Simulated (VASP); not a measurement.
## K3TaO3: single point with PBE

The system is K3TaO3.

```
K Ta O
1.0
     0.00000    0.00000    5.93283
     4.69030   -5.78704    0.00000
     4.69030    5.78704    0.00000
K Ta O
6 2 6
Direct
  0.75000 0.39443 0.60557
  0.75000 0.90273 0.68690
  0.75000 0.31310 0.09727
  0.25000 0.60557 0.39443
  0.25000 0.68690 0.90273
  0.25000 0.09727 0.31310
  0.75000 0.79886 0.20114
  0.25000 0.20114 0.79886
  0.75000 0.05023 0.29987
  0.75000 0.70013 0.94977
  0.75000 0.63672 0.36328
  0.25000 0.29987 0.05023
  0.25000 0.94977 0.70013
  0.25000 0.36328 0.63672
```

```
Program                : VASP 6.6.1
Task                   : single point
Functional             : PBE
Potentials or basis    : VASP PAW PBE potentials, release 64 (K_sv, Ta_pv, O)
Cutoff                 : 520 eV
k mesh                 : 2 × 2 × 2
Occupations            : gaussian, width 0.1 eV
Spin                   : no spin polarisation
Dipole correction      : no
Further INCAR settings : ALGO = Normal; EDIFF = 1e-06; NBANDS = 69
```

| Property | Result |
| --- | --- |
| Pressure | 0.4 GPa |
| Largest force | 0.208 eV/Å |
| Band gap on the k mesh | 1.83 eV (least direct gap 1.85 eV) |

Forces in eV/Å, atoms in the order of the input:
```
K    0.000  0.028  0.000
K    0.029 -0.020  0.000
K   -0.029 -0.020  0.000
K    0.000 -0.028  0.000
K    0.029  0.020  0.000
K   -0.029  0.020  0.000
Ta   0.000  0.010  0.000
Ta   0.000 -0.010  0.000
O    0.187 -0.092  0.000
O   -0.187 -0.092  0.000
O    0.000  0.183  0.000
O    0.187  0.092  0.000
O   -0.187  0.092  0.000
O    0.000 -0.183  0.000
```

Stress tensor (GPa, compression positive):
```
0.44 0.00 0.00
0.00 0.40 0.00
0.00 0.00 0.27
```

Levels at points of the mesh, in eV from the valence-band top:
| k point | band 52 | band 53 | band 54 | band 55 | band 56 | band 57 | band 58 | band 59 | band 60 | band 61 |
| --- | --- | --- | --- | --- | --- | --- | --- | --- | --- | --- |
| (0.00, 0.00, 0.00) | -2.75 | -2.75 | -2.75 | -0.95 | -0.36 | 2.29 | 2.43 | 2.84 | 2.95 | 3.05 |
| (0.50, 0.00, 0.00) | -2.86 | -2.76 | -2.76 | -0.02 | -0.02 | 1.83 | 1.83 | 2.60 | 2.60 | 2.79 |
| (0.00, 0.50, 0.00) | -2.81 | -2.72 | -2.67 | -0.66 | -0.50 | 2.39 | 2.40 | 2.85 | 2.89 | 2.98 |
| (0.50, 0.50, 0.00) | -2.88 | -2.70 | -2.70 | -0.01 | -0.01 | 2.05 | 2.05 | 2.54 | 2.54 | 2.80 |
| (0.00, 0.50, 0.50) | -2.82 | -2.70 | -2.55 | -0.54 | -0.47 | 2.41 | 2.57 | 2.72 | 2.76 | 2.79 |
| (0.50, 0.50, 0.50) | -2.88 | -2.64 | -2.64 | 0.00 | 0.00 | 2.17 | 2.17 | 2.52 | 2.52 | 2.78 |

Wall time 2.5 min on 1 thread of Intel(R) Xeon(R) 6975P-C (Granite Rapids) (shared host), peak memory 0.44 GiB.

Caveat: the k points lie up to 0.53 Å⁻¹ apart; spin-orbit coupling is left out, which moves the levels of the heavy elements. A k mesh can miss the band edges.
